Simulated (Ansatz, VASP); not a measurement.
**SnC3: VASP beside Ansatz**

```xyz
4
Lattice="2.9789 -0.0119 0.0000 -0.0119 2.9789 0.0000 0.0000 0.0000 4.6435" Properties=species:S:1:pos:R:3 pbc="T T T"
C     1.4894   -0.0060    3.8094
C     1.4835    1.4835    0.0000
C    -0.0060    1.4894    0.8341
Sn    0.0000    0.0000    2.3218
```

Change from the starting cell: shear_xy strain -0.8%.

Alike in both runs: task single point; functional r2SCAN; k mesh 8 × 8 × 6; no spin polarisation.

```csv
,VASP,Ansatz
version,VASP 6.6.1,Ansatz 0.2.0
potentials or method,"VASP PAW PBE potentials, release 64 (C, Sn_d)","plane waves, PAW"
plane-wave cutoff (eV),520,500
occupations,"gaussian, width 0.01 eV",fixed
valence electrons in the cell,26,26
```

```csv
,VASP,Ansatz,Ansatz less VASP
gap on the k mesh at the Fermi level (eV),0.37,0.37,-0.003
pressure (GPa),0.4,0.0,-0.44
"traceless stress, the component that is largest in VASP (GPa)",0.70,0.70,+0.003
```

VASP's potentials were made for PBE, not for r2SCAN.
